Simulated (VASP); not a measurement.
# Os (P6_3/mmc) in VASP: notebook, part 2 of 3

VASP 6.6.1.

## (4) Single point, r2SCAN

The input, POSCAR:

```
Os
1.0
    2.7393806551      0.0000000000      0.0000000000
   -1.3696903275      2.3723732379      0.0000000000
    0.0000000000      0.0000000000      4.3138178725
Os
2
Direct
    0.3333333333      0.6666666667      0.2500000000
    0.6666666667      0.3333333333      0.7500000000
```

The input, INCAR.step1:

```
ALGO = Normal ; EDIFF = 1E-4
ENCUT = 520 ; GGA = PE
ISMEAR = 0 ; LASPH = T
LCHARG = F ; LREAL = F
LWAVE = T ; NBANDS = 15
NELM = 80 ; PREC = Accurate
SIGMA = 0.01
```

The input, INCAR.step2:

```
ALGO = Normal ; EDIFF = 1E-6
ENCUT = 520 ; ISIF = 2
ISMEAR = 0 ; ISTART = 1
LASPH = T ; LCHARG = T
LELF = T ; LMIXTAU = T
LREAL = F ; LVHAR = T
LWAVE = F ; METAGGA = R2SCAN
NBANDS = 15 ; NELM = 80
PREC = Accurate ; SIGMA = 0.01
```

The input, KPOINTS:

```
k-points
0
Gamma
  13 13 7
```

Potentials or basis: VASP PAW PBE potentials, release 64 (Os).

Launch:

```
$ cat potpaw_PBE.64/Os/POTCAR > POTCAR
$ cp INCAR.step1 INCAR
$ mpirun -np 1 vasp_std > vasp.out
$ cp INCAR.step2 INCAR
$ mpirun -np 1 vasp_std > vasp.out
```

OUTCAR:

```text
EDIFF = 1E-6
   ENCUT = 520
   ISIF = 2
   ISMEAR = 0
   ISTART = 1
   LASPH = T
   LREAL = F
   METAGGA = R2SCAN
   NELM = 80
   PREC = Accurate

 ion  position               nearest neighbor table
   1  0.333  0.667  0.250-   2 2.67   2 2.67   2 2.67   2 2.67   2 2.67   2 2.67
   2  0.667  0.333  0.750-   1 2.67   1 2.67   1 2.67   1 2.67   1 2.67   1 2.67

  LATTYP: Found a hexagonal cell.
 ALAT       =     2.7393806551
 C/A-ratio  =     1.5747420368

  Lattice vectors:

 A1 = (   2.7393806551,   0.0000000000,   0.0000000000)
 A2 = (  -1.3696903275,   2.3723732379,   0.0000000000)
 A3 = (   0.0000000000,   0.0000000000,   4.3138178725)

Analysis of symmetry for initial positions (statically):
=====================================================================
 Subroutine PRICEL returns:
 Original cell was already a primitive cell.

 Routine SETGRP: Setting up the symmetry group for a
 hexagonal supercell.

 Subroutine GETGRP returns: Found 24 space group operations
 (whereof 12 operations were pure point group operations)
 out of a pool of 24 trial point group operations.

The static configuration has the point symmetry D_3d.
 The point group associated with its full space group is D_6h.

Analysis of symmetry for dynamics (positions and initial velocities):
=====================================================================
 Subroutine PRICEL returns:
 Original cell was already a primitive cell.

 Routine SETGRP: Setting up the symmetry group for a
 hexagonal supercell.

 Subroutine GETGRP returns: Found 24 space group operations
 (whereof 12 operations were pure point group operations)
 out of a pool of 24 trial point group operations.

The dynamic configuration has the point symmetry D_3d.
 The point group associated with its full space group is D_6h.

 Subroutine INISYM returns: Found 24 space group operations
 (whereof 12 operations are pure point group operations),
 and found     1 'primitive' translations

----------------------------------------------------------------------------------------

                                     Primitive cell

  volume of cell :      28.0348

  direct lattice vectors                    reciprocal lattice vectors
     2.739380655  0.000000000  0.000000000     0.365046018  0.210759417  0.000000000
    -1.369690328  2.372373238  0.000000000     0.000000000  0.421518834  0.000000000
     0.000000000  0.000000000  4.313817872     0.000000000  0.000000000  0.231813217

  length of vectors
     2.739380655  2.739380655  4.313817872     0.421518834  0.421518834  0.231813217

  position of ions in fractional coordinates (direct lattice)
     0.333333333  0.666666667  0.250000000
     0.666666667  0.333333333  0.750000000

  ion indices of the primitive-cell ions
   primitive index   ion index
                 1           1
                 2           2

----------------------------------------------------------------------------------------

 KPOINTS: k-points

Automatic generation of k-mesh.
 Grid dimensions read from file:
 generate k-points for:   13   13    7

 Generating k-lattice:

  Cartesian coordinates                     Fractional coordinates (reciprocal lattice)
     0.028080463  0.016212263  0.000000000     0.076923077 -0.000000000  0.000000000
     0.000000000  0.032424526  0.000000000     0.000000000  0.076923077  0.000000000
     0.000000000  0.000000000  0.033116174     0.000000000  0.000000000  0.142857143

  Length of vectors
     0.032424526  0.032424526  0.033116174

  Shift w.r.t. Gamma in fractional coordinates (k-lattice)
     0.000000000  0.000000000  0.000000000

 Subroutine IBZKPT returns following result:
 ===========================================

 Found     84 irreducible k-points:

 Following reciprocal coordinates:
            Coordinates               Weight
  0.000000  0.000000  0.000000      1.000000
  0.076923 -0.000000  0.000000      6.000000
  0.153846  0.000000  0.000000      6.000000
  0.230769  0.000000  0.000000      6.000000
  0.307692  0.000000  0.000000      6.000000
  0.384615 -0.000000  0.000000      6.000000
[... 16 lines left out ...]
  0.076923 -0.000000  0.142857     12.000000
  0.153846  0.000000  0.142857     12.000000
 [... further k-points ...]
   k-points           NKPTS =     84   k-points in BZ     NKDIM =     84   number of bands    NBANDS=     15
   number of dos      NEDOS =    301   number of ions     NIONS =      2
   total plane-waves  NPLWV =  12800
   dimension x,y,z NGX =    20 NGY =   20 NGZ =   32
   dimension x,y,z NGXF=    40 NGYF=   40 NGZF=   64
   ions per type =               2
   NGX,Y,Z   is equivalent  to a cutoff of  12.14, 12.14, 12.33 a.u.
   NGXF,Y,Z  is equivalent  to a cutoff of  24.27, 24.27, 24.66 a.u.
 SYSTEM =  unknown system
   PREC   = accura    normal or accurate (medium, high low for compatibility)
   ISTART =      1    job   : 0-new  1-cont  2-samecut
   ICHARG =      0    charge: 1-file 2-atom 10-const
   ISPIN  =      1    spin polarized calculation?
   LNONCOLLINEAR =      F non collinear calculations
   LSORBIT =      F    spin-orbit coupling
   LASPH  =      T    aspherical Exc in radial PAW
   ENCUT  =  520.0 eV  38.22 Ry    6.18 a.u.   5.09  5.09  8.02*2*pi/ulx,y,z
   NELM   =     80;   NELMIN=  2; NELMDL=  0     # of ELM steps
   EDIFF  = 0.1E-05   stopping-criterion for ELM
   LREAL  =      F    real-space projection
   EDIFFG = 0.1E-04   stopping-criterion for IOM
   NSW    =      0    number of steps for IOM
   IBRION =     -1    ionic relax: 0-MD 1-quasi-New 2-CG
   NFREE  =      0    steps in history (QN), initial steepest desc. (CG)
   ISIF   =      2    stress and relaxation
   ISYM   =      2    0-nonsym 1-usesym 2-fastsym
   POTIM  = 0.5000    time-step for ionic-motion
   TEBEG  =    0.0;   TEEND  =   0.0 temperature during run
   PSTRESS=    0.0 pullay stress
   NELECT =      16.0000    total number of electrons
   NUPDOWN=      -1.0000    fix difference up-down
   EMIN   =  10.00;   EMAX   =-10.00  energy-range for DOS
   EFERMI =   0.00;   METHOD = LEGACY
   ISMEAR =     0;   SIGMA  =   0.01  broadening in eV -4-tet -1-fermi 0-gaus
   EFERMI_NEDOS =   21; number of points for ismear=-14 and -15
   IALGO  =     38    algorithm
   IMIX   =      4    mixing-type and parameters
     AMIX     =   0.40;   BMIX     =  1.00
     AMIX_MAG =   1.60;   BMIX_MAG =  1.00
  volume/ion in A,a.u.               =      14.02        94.59
  Fermi-wavevector in a.u.,A,eV,Ry     =   1.357946  2.566145 25.089370  1.844017
  Thomas-Fermi vector in A             =   2.484821
   LORBIT       =      0    0 simple, 1 ext, 2 COOP (PROOUT), +10 PAW based schemes
   METAGGA = R2SCAN    functional components
   LHFCALC =     F    Hartree Fock is set to
   AEXX    =    0.0000 exact exchange contribution
   IVDW    =     0    specifies the selected vdW correction
   LEPSILON=     F    determine dielectric tensor
   LRPA    =     F    only Hartree local field effects (RPA)
 non-spin polarized calculation
 Gauss-broadening in eV      SIGMA  =   0.01
  energy-cutoff  :      520.00
  volume of cell :       28.03
 maximum number of plane-waves:       769
   NGX = 11   NGY = 11   NGZ = 17

 number of electron      15.9999999 magnetization

 Free energy of the ion-electron system (eV)
  ---------------------------------------------------
  ext. energy  EPLUGINS =         0.00000000
  ---------------------------------------------------
  free energy    TOTEN  =      -106.00815106 eV

  energy without entropy =     -106.00799718  energy(sigma->0) =     -106.00807412

 E-fermi :   9.2752     XC(G=0): -15.3747

 val. band max:        9.2670383329   @ k =   0.3077   0.2308   0.2857
 cond. band min:       9.2755992182   @ k =   0.2308   0.0000   0.2857
 fundamental gap:      0.0085608853
 Fermi energy:         9.2751554664

 k-point     1 :       0.0000    0.0000    0.0000
  band No.  band energies     occupation
      1      -2.1830      2.00000
      2       1.1193      2.00000
      3       6.0640      2.00000
      4       6.0640      2.00000
      5       6.3764      2.00000
      6       6.9388      2.00000
      7       6.9388      2.00000
      8       7.5686      2.00000
      9       7.5686      2.00000
     10       9.2806      0.44433
     11      10.9793      0.00000
     12      10.9793      0.00000
     13      18.8199      0.00000
     14      23.9968      0.00000
[... 401 lines left out ...]
      2       1.9669      2.00000
      3       5.0222      2.00000
      4       5.5493      2.00000
      5       6.2505      2.00000
      6       6.4913      2.00000
      7       7.2389      2.00000
      8       7.4155      2.00000
      9       7.7991      2.00000
     10       8.1351      2.00000
     11      11.3168      0.00000
     12      13.5361      0.00000
     13      19.9870      0.00000
     14      25.2491      0.00000
     15      27.4444      0.00000

 [... further k-points ...]
[... 5 lines left out ...]
  --------------------------------------------------------------------------------------
  -------------------------------------------------------------------------------------
  Total        0.1580531      0.1580531      0.0954559      0.0000000      0.0000000      0.0000000
  in kB        9.0326769      9.0326769      5.4552679      0.0000000      0.0000000      0.0000000
  external PRESSURE =       7.8402073 kB  Pullay stress =       0.0000000 kB

 VOLUME and BASIS-vectors are now :
 -----------------------------------------------------------------------------
  energy-cutoff  :      520.00
  volume of cell :       28.03
      direct lattice vectors                 reciprocal lattice vectors
     2.739380655  0.000000000  0.000000000     0.365046018  0.210759417  0.000000000
    -1.369690328  2.372373238  0.000000000     0.000000000  0.421518834  0.000000000
     0.000000000  0.000000000  4.313817872     0.000000000  0.000000000  0.231813217

 POSITION                                       TOTAL-FORCE (eV/Angst)
 -----------------------------------------------------------------------------------
     -0.00000      1.58158      1.07845         0.000000      0.000000      0.000000
      1.36969      0.79079      3.23536        -0.000000      0.000000      0.000000
 -----------------------------------------------------------------------------------
    total drift:                                0.000000     -0.000000     -0.000000

  FREE ENERGIE OF THE ION-ELECTRON SYSTEM (eV)
  ---------------------------------------------------
  free  energy   TOTEN  =      -106.0081510558 eV

  energy  without entropy=     -106.0079971842  energy(sigma->0) =     -106.00807412
```

OSZICAR.step1:

```text
N       E                     dE             d eps       ncg     rms          rms(c)
DAV:   1     0.105034383020E+03    0.10503E+03   -0.74250E+03  2520   0.103E+03
DAV:   2    -0.189623497271E+02   -0.12400E+03   -0.10889E+03  2541   0.329E+02
DAV:   3    -0.238627570762E+02   -0.49004E+01   -0.47328E+01  3507   0.577E+01
DAV:   4    -0.238978642008E+02   -0.35107E-01   -0.35095E-01  2660   0.513E+00
DAV:   5    -0.238980500336E+02   -0.18583E-03   -0.18582E-03  3542   0.348E-01    0.232E+01
DAV:   6    -0.228165094206E+02    0.10815E+01   -0.87691E-01  3185   0.799E+00    0.106E+01
DAV:   7    -0.224961040480E+02    0.32041E+00   -0.63167E-01  3241   0.667E+00    0.526E-01
DAV:   8    -0.224920076247E+02    0.40964E-02   -0.66691E-03  2590   0.603E-01    0.440E-01
DAV:   9    -0.224880952819E+02    0.39123E-02   -0.26767E-03  2996   0.496E-01    0.527E-02
DAV:  10    -0.224880854614E+02    0.98205E-05   -0.14354E-04  2352   0.114E-01
   1 F= -.22488085E+02 E0= -.22488016E+02  d E =-.138692E-03
```

Wall time 61 s (1 thread of AMD EPYC 9R14 (Zen 4), shared host); peak memory 0.13 GiB.

Results:

* Free energy: -106.0082 eV
* Pressure: 0.8 GPa
* Band gap on the k mesh: zero (band 8 reaches 11.36 eV, above the bottom of band 9 at 7.40 eV)

Caveat: the PAW data sets were made with another functional, which shifts forces and pressure a little; spin-orbit coupling is left out, which moves the levels of the heavy elements.

[end of part 2 of 3]
